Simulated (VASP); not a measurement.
HfIn4SiO6:

```xyz
12
Lattice="5.2774 0.0000 0.0000 -2.6387 4.5704 0.0000 0.0000 0.0000 10.5590" Properties=species:S:1:pos:R:3 pbc="T T T"
Hf    2.6387    1.5234    0.0000
In    0.0000    0.0000    3.2148
In    0.0000    0.0000    7.3442
In    0.0000    3.0469    8.3331
In    0.0000    3.0469    2.2260
Si    0.0000    0.0000    0.0000
O     3.2747    3.2219    9.5002
O     1.4858    0.1234    1.0589
O     0.8498    1.2250    9.5002
O     2.0027    3.2219    1.0589
O     3.7916    0.1234    9.5002
O     4.4277    1.2250    1.0589
```

Base run:

- Program: VASP 6.6.1
- Functional: PBEsol
- Potentials or basis: VASP PAW PBE potentials, release 64 (Hf_pv, In_d, Si, O)
- Cutoff: 520 eV
- k mesh: 4 × 4 × 2
- Occupations: fermi-dirac, width 0.05 eV
- Spin: no spin polarisation

Its results: band gap on the k mesh 0.34 eV (least direct gap 1.65 eV); pressure -3.3 GPa; largest force 0.304 eV/Å.

**Question.** The run is repeated on the same cell with these changes: functional from PBEsol to PBE. What comes out?

**Answer.** Band gap on the k mesh 0.35 eV (least direct gap 1.69 eV); pressure -0.3 GPa; largest force 0.146 eV/Å.

PBE binds less tightly than PBEsol, so the same cell stands under more pressure.

Caveats: spin-orbit coupling is left out, which moves the levels of the heavy elements; the cell stands under tension (at least some runs); the PAW data sets were made with another functional, which shifts forces and pressure a little (at least some runs).

A k mesh can miss the band edges.
